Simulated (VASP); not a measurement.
# BaF2 (Fm-3m) in VASP: further runs

The runs below take BaF2 through electric field gradients, single point, with LDA.

Everything below comes from runs of VASP 6.6.1. Logs are shortened: lines on timing, memory, paths and dates and some standing lists are left out, and cuts for length are marked.

## 1. The cell of the first run

Symmetry: Fm-3m, No. 225, cubic system. The conventional cell has a = 6.200 Å, b = 6.200 Å, c = 6.200 Å, α = 90.00°, β = 90.00°, γ = 90.00°. Within 3.5 Å of Ba (site symmetry m-3m) lie 8 F at 2.68 Å. F (site symmetry -43m) has 4 Ba at 2.68 Å and 6 F at 3.10 Å within 3.5 Å.

## 2. Electric field gradients, LDA

Contents of INCAR:

```
SYSTEM = BaF2
ALGO = Normal
EDIFF = 1E-8
ENCUT = 520
GGA_COMPAT = .FALSE.
ISIF = 2
ISMEAR = -1
LASPH = .TRUE.
LCHARG = .FALSE.
LEFG = .TRUE.
LREAL = .FALSE.
LWAVE = .FALSE.
NBANDS = 19
NELM = 120
PREC = Accurate
SIGMA = 0.01
```

Contents of KPOINTS:

```
k-points
0
G
  8 8 8
  0 0 0
```

Contents of POSCAR:

```
BaF2
1.0
    0.0000000000      3.1000500000      3.1000500000
    3.1000500000      0.0000000000      3.1000500000
    3.1000500000      3.1000500000      0.0000000000
Ba F
1 2
Direct
    0.0000000000      0.0000000000      0.0000000000
    0.2500000000      0.2500000000      0.2500000000
    0.7500000000      0.7500000000      0.7500000000
```

Potentials or basis: VASP PAW LDA potentials, release 64 (Ba_sv, F).

Launch:

```bash
cat potpaw_LDA.64/Ba_sv/POTCAR potpaw_LDA.64/F/POTCAR > POTCAR
mpirun -np 1 vasp_std > vasp.out
```

OUTCAR:

```text
SYSTEM = BaF2
   EDIFF = 1E-8
   ENCUT = 520
   ISIF = 2
   ISMEAR = -1
   LASPH = .TRUE.
   LREAL = .FALSE.
   NELM = 120
   PREC = Accurate

 ion  position               nearest neighbor table
   1  0.000  0.000  0.000-   3 2.68   3 2.68   2 2.68   3 2.68   2 2.68   2 2.68   3 2.68   2 2.68

   2  0.250  0.250  0.250-   1 2.68   1 2.68   1 2.68   1 2.68
   3  0.750  0.750  0.750-   1 2.68   1 2.68   1 2.68   1 2.68

  LATTYP: Found a face centered cubic cell.
 ALAT       =     6.2001000000

  Lattice vectors:

 A1 = (   0.0000000000,   3.1000500000,   3.1000500000)
 A2 = (   3.1000500000,   0.0000000000,   3.1000500000)
 A3 = (   3.1000500000,   3.1000500000,   0.0000000000)

Analysis of symmetry for initial positions (statically):
=====================================================================
 Subroutine PRICEL returns:
 Original cell was already a primitive cell.

 Routine SETGRP: Setting up the symmetry group for a
 face centered cubic supercell.

 Subroutine GETGRP returns: Found 48 space group operations
 (whereof 48 operations were pure point group operations)
 out of a pool of 48 trial point group operations.

The static configuration has the point symmetry O_h .

Analysis of symmetry for dynamics (positions and initial velocities):
=====================================================================
 Subroutine PRICEL returns:
 Original cell was already a primitive cell.

 Routine SETGRP: Setting up the symmetry group for a
 face centered cubic supercell.

 Subroutine GETGRP returns: Found 48 space group operations
 (whereof 48 operations were pure point group operations)
 out of a pool of 48 trial point group operations.

The dynamic configuration has the point symmetry O_h .

 Subroutine INISYM returns: Found 48 space group operations
 (whereof 48 operations are pure point group operations),
 and found     1 'primitive' translations

----------------------------------------------------------------------------------------

                                     Primitive cell

  volume of cell :      59.5849

  direct lattice vectors                    reciprocal lattice vectors
     0.000000000  3.100050000  3.100050000    -0.161287721  0.161287721  0.161287721
     3.100050000  0.000000000  3.100050000     0.161287721 -0.161287721  0.161287721
     3.100050000  3.100050000  0.000000000     0.161287721  0.161287721 -0.161287721

  length of vectors
     4.384132754  4.384132754  4.384132754     0.279358528  0.279358528  0.279358528

  position of ions in fractional coordinates (direct lattice)
     0.000000000  0.000000000  0.000000000
     0.250000000  0.250000000  0.250000000
     0.750000000  0.750000000  0.750000000

  ion indices of the primitive-cell ions
   primitive index   ion index
                 1           1
                 2           2
                 3           3

----------------------------------------------------------------------------------------

 KPOINTS: k-points

Automatic generation of k-mesh.
 Grid dimensions read from file:
 generate k-points for:    8    8    8

 Generating k-lattice:

  Cartesian coordinates                     Fractional coordinates (reciprocal lattice)
    -0.020160965  0.020160965  0.020160965     0.125000000  0.000000000  0.000000000
     0.020160965 -0.020160965  0.020160965     0.000000000  0.125000000  0.000000000
     0.020160965  0.020160965 -0.020160965     0.000000000  0.000000000  0.125000000

  Length of vectors
     0.034919816  0.034919816  0.034919816

  Shift w.r.t. Gamma in fractional coordinates (k-lattice)
     0.000000000  0.000000000  0.000000000

 Subroutine IBZKPT returns following result:
 ===========================================

 Found     29 irreducible k-points:

 Following reciprocal coordinates:
            Coordinates               Weight
  0.000000  0.000000  0.000000      1.000000
  0.125000  0.000000  0.000000      8.000000
  0.250000  0.000000  0.000000      8.000000
  0.375000  0.000000  0.000000      8.000000
  0.500000  0.000000  0.000000      4.000000
  0.125000  0.125000  0.000000      6.000000
[... 16 lines left out ...]
  0.500000  0.250000  0.125000     48.000000
 -0.375000  0.250000  0.125000     24.000000
 [... further k-points ...]
   k-points           NKPTS =     29   k-points in BZ     NKDIM =     29   number of bands    NBANDS=     19
   number of dos      NEDOS =    301   number of ions     NIONS =      3
   total plane-waves  NPLWV =  46656
   dimension x,y,z NGX =    36 NGY =   36 NGZ =   36
   dimension x,y,z NGXF=    72 NGYF=   72 NGZF=   72
   ions per type =               1   2
   NGX,Y,Z   is equivalent  to a cutoff of  13.65, 13.65, 13.65 a.u.
   NGXF,Y,Z  is equivalent  to a cutoff of  27.30, 27.30, 27.30 a.u.
 SYSTEM =  BaF2
   PREC   = accura    normal or accurate (medium, high low for compatibility)
   ISTART =      0    job   : 0-new  1-cont  2-samecut
   ICHARG =      2    charge: 1-file 2-atom 10-const
   ISPIN  =      1    spin polarized calculation?
   LNONCOLLINEAR =      F non collinear calculations
   LSORBIT =      F    spin-orbit coupling
   LASPH  =      T    aspherical Exc in radial PAW
   ENCUT  =  520.0 eV  38.22 Ry    6.18 a.u.   8.15  8.15  8.15*2*pi/ulx,y,z
   NELM   =    120;   NELMIN=  2; NELMDL= -5     # of ELM steps
   EDIFF  = 0.1E-07   stopping-criterion for ELM
   LREAL  =      F    real-space projection
   EDIFFG = 0.1E-06   stopping-criterion for IOM
   NSW    =      0    number of steps for IOM
   IBRION =     -1    ionic relax: 0-MD 1-quasi-New 2-CG
   NFREE  =      0    steps in history (QN), initial steepest desc. (CG)
   ISIF   =      2    stress and relaxation
   ISYM   =      2    0-nonsym 1-usesym 2-fastsym
   POTIM  = 0.5000    time-step for ionic-motion
   TEBEG  =    0.0;   TEEND  =   0.0 temperature during run
   PSTRESS=    0.0 pullay stress
   NELECT =      24.0000    total number of electrons
   NUPDOWN=      -1.0000    fix difference up-down
   EMIN   =  10.00;   EMAX   =-10.00  energy-range for DOS
   EFERMI =   0.00;   METHOD = LEGACY
   ISMEAR =    -1;   SIGMA  =   0.01  broadening in eV -4-tet -1-fermi 0-gaus
   EFERMI_NEDOS =   21; number of points for ismear=-14 and -15
   IALGO  =     38    algorithm
   IMIX   =      4    mixing-type and parameters
     AMIX     =   0.40;   BMIX     =  1.00
     AMIX_MAG =   1.60;   BMIX_MAG =  1.00
  volume/ion in A,a.u.               =      19.86       134.03
  Fermi-wavevector in a.u.,A,eV,Ry     =   1.209019  2.284715 19.888011  1.461728
  Thomas-Fermi vector in A             =   2.344609
   LORBIT       =      0    0 simple, 1 ext, 2 COOP (PROOUT), +10 PAW based schemes
   GGA     = CA    functional components
   LHFCALC =     F    Hartree Fock is set to
   AEXX    =    0.0000 exact exchange contribution
   IVDW    =     0    specifies the selected vdW correction
   LEPSILON=     F    determine dielectric tensor
   LRPA    =     F    only Hartree local field effects (RPA)
 non-spin polarized calculation
  energy-cutoff  :      520.00
  volume of cell :       59.58
 maximum number of plane-waves:      1639
 NGX is ok and might be reduce to    36
   NGX = 17   NGY = 17   NGZ = 17

 number of electron      24.0000002 magnetization

 Free energy of the ion-electron system (eV)
  ---------------------------------------------------
  ext. energy  EPLUGINS =         0.00000000
  ---------------------------------------------------
  free energy    TOTEN  =       -18.59560333 eV

  energy without entropy =      -18.59560333  energy(sigma->0) =      -18.59560333

 E-fermi :  -2.1675     XC(G=0):  -9.3341

 val. band max:       -2.4624841508   @ k =  -0.2500   0.2500   0.0000
 cond. band min:       3.9239017053   @ k =   0.0000   0.0000   0.0000
 fundamental gap:      6.3863858561
 Fermi energy:        -2.1675219581

 k-point     1 :       0.0000    0.0000    0.0000
  band No.  band energies     occupation
      1     -25.3817      2.00000
      2     -20.9616      2.00000
      3     -20.9312      2.00000
      4     -10.2495      2.00000
      5     -10.2495      2.00000
      6     -10.2495      2.00000
[... 11 lines left out ...]
     18       8.8539      0.00000
     19      12.5986      0.00000
[... 485 lines left out ...]
 k-point    24 :      -0.3750    0.2500    0.1250
  band No.  band energies     occupation
      1     -25.1312      2.00000
      2     -21.2147      2.00000
      3     -21.1268      2.00000
      4     -10.5582      2.00000
      5     -10.3952      2.00000
      6     -10.3950      2.00000
[... 11 lines left out ...]
     18       9.9310      0.00000
     19      11.1983      0.00000

 [... further k-points ...]
[... 5 lines left out ...]
  --------------------------------------------------------------------------------------
  -------------------------------------------------------------------------------------
  Total       -1.2530485     -1.2530485     -1.2530485     -0.0000000      0.0000000      0.0000000
  in kB      -33.6932079    -33.6932079    -33.6932079     -0.0000000      0.0000000      0.0000000
  external PRESSURE =     -33.6932079 kB  Pullay stress =       0.0000000 kB

 VOLUME and BASIS-vectors are now :
 -----------------------------------------------------------------------------
  energy-cutoff  :      520.00
  volume of cell :       59.58
      direct lattice vectors                 reciprocal lattice vectors
     0.000000000  3.100050000  3.100050000    -0.161287721  0.161287721  0.161287721
     3.100050000  0.000000000  3.100050000     0.161287721 -0.161287721  0.161287721
     3.100050000  3.100050000  0.000000000     0.161287721  0.161287721 -0.161287721

 POSITION                                       TOTAL-FORCE (eV/Angst)
 -----------------------------------------------------------------------------------
      0.00000      0.00000      0.00000         0.000000      0.000000      0.000000
      1.55002      1.55002      1.55002         0.000000      0.000000      0.000000
      4.65008      4.65008      4.65008        -0.000000     -0.000000     -0.000000
 -----------------------------------------------------------------------------------
    total drift:                                0.000000      0.000000      0.000000

  FREE ENERGIE OF THE ION-ELECTRON SYSTEM (eV)
  ---------------------------------------------------
  free  energy   TOTEN  =       -18.5956033252 eV

  energy  without entropy=      -18.5956033252  energy(sigma->0) =      -18.59560333

 Electric field gradients (V/A^2)
---------------------------------------------------------------------
 ion       V_xx      V_yy      V_zz      V_xy      V_xz      V_yz
---------------------------------------------------------------------
   1       0.000    -0.000     0.000     0.000     0.000     0.000
   2      -0.000    -0.000    -0.000    -0.004    -0.004    -0.004
   3      -0.000    -0.000    -0.000    -0.004    -0.004    -0.004
---------------------------------------------------------------------

 Electric field gradients after diagonalization (V/A^2)
 (convention: |V_zz| > |V_xx| > |V_yy|)
----------------------------------------------------------------------
 ion       V_xx      V_yy      V_zz     asymmetry (V_yy - V_xx)/ V_zz
----------------------------------------------------------------------
   1      -0.000    -0.000     0.000       0.000
   2       0.004     0.004    -0.007       0.000
   3       0.004     0.004    -0.007       0.000
----------------------------------------------------------------------

           NMR quadrupolar parameters

 Cq : quadrupolar parameter    Cq=e*Q*V_zz/h
 eta: asymmetry parameters     (V_yy - V_xx)/ V_zz
 Q  : nuclear electric quadrupole moment in mb (millibarn)
----------------------------------------------------------------------
 ion       Cq(MHz)       eta       Q (mb)
----------------------------------------------------------------------
   1       0.000       0.000       1.000
   2      -0.000       0.000       1.000
   3      -0.000       0.000       1.000
----------------------------------------------------------------------
```

Run time: 30 s. Hardware: 1 thread of Intel Xeon Platinum 8259CL at 2.50GHz (Skylake/Cascade Lake), shared host; peak memory 0.18 GiB.

What came out:

```
Free energy                             : -18.5956 eV
Pressure                                : -3.4 GPa
Band gap on the k mesh                  : 6.39 eV (least direct gap 6.47 eV)
Largest electric field gradient by atom : under 0.05 V/Å² on every atom
```

Levels at points of the mesh, in eV from the valence-band top:
```csv
k point,band 9,band 10,band 11,band 12,band 13,band 14,band 15,band 16
"(0.00, 0.00, 0.00)",-1.55,-0.09,-0.09,-0.09,6.39,9.07,9.07,11.32
"(0.50, 0.00, 0.00)",-0.70,-0.36,-0.17,-0.17,8.94,9.05,9.05,9.37
"(0.50, 0.50, 0.00)",-0.38,-0.33,-0.33,-0.14,6.99,8.88,10.64,11.94
```

Caveat: the cell stands under tension; spin-orbit coupling is left out, which moves the levels of the heavy elements.

[end of part 1 of 2]
